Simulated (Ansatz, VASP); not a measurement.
## InSb: VASP beside Ansatz

File INCAR:

```
ALGO = Normal ; EDIFF = 1E-6
ENCUT = 520 ; GGA = PE
ISIF = 2 ; ISMEAR = 0
LASPH = T ; LCHARG = F
LREAL = F ; LWAVE = F
NBANDS = 16 ; NELM = 60
PREC = Accurate ; SIGMA = 0.15
```

The input KPOINTS:

```
k-points
0
Gamma
  14 14 14
```

The input POSCAR:

```
InSb
1.0
    0.0000000000      2.8723476604      3.2428805086
    2.8723476604      0.0000000000      3.2428805086
    2.8723476604      2.8723476604      0.0000000000
In Sb
1 1
Direct
    0.0000000000      0.0000000000      0.0000000000
    0.5000000000      0.5000000000      0.5000000000
```

Input for Ansatz:

```yaml
crystal:
  lattice:
    - [0.0, 2.8723476604, 3.2428805086]
    - [2.8723476604, 0.0, 3.2428805086]
    - [2.8723476604, 2.8723476604, 0.0]
  atoms:
    - { symbol: In, position: [0.0, 0.0, 0.0] }
    - { symbol: Sb, position: [0.5, 0.5, 0.5] }
basis:
  ecutwfc: 420
kpoints:
  mp_grid: { grid: [14, 14, 14] }
hamiltonian:
  xc: pbe
  pseudopotentials: { kind: paw, azcp: { folder: soft_1 } }
scf:
  occupations: { method: gaussian, width: 0.15 }
output:
  forces: true
  stress: true
  eigenvalues: true
```

Alike in both runs: task single point; functional PBE; k mesh 14 × 14 × 14; occupations gaussian, width 0.15 eV; no spin polarisation.

|  | VASP | Ansatz |
| --- | --- | --- |
| version | VASP 6.6.1 | Ansatz 0.2.0 |
| potentials or method | VASP PAW PBE potentials, release 64 (In_d, Sb), cutoff 520 eV | scalar-relativistic, plane waves, PAW |
| valence electrons in the cell | 18 | 28 |

Ansatz gave:

| Item | Value |
| --- | --- |
| gap on the k mesh at the Fermi level (eV) | none |
| pressure (GPa) | 6.6 |
| traceless stress, the component that is largest in VASP (GPa) | -7.87 |

Problem. What did VASP give for the same quantities?

Solution. gap on the k mesh at the Fermi level (eV): none; pressure (GPa): 6.6; traceless stress, the component that is largest in VASP (GPa): -7.86.

A gap of «none» marks a metal or a gap that the smearing closes. The functional is the same, so the differences come from potentials, cutoffs and numerics. VASP's potentials hold 18 valence electrons a cell and Ansatz's 28, so a difference there can come from the potentials and not from the codes.

Neither program's run includes spin-orbit coupling.
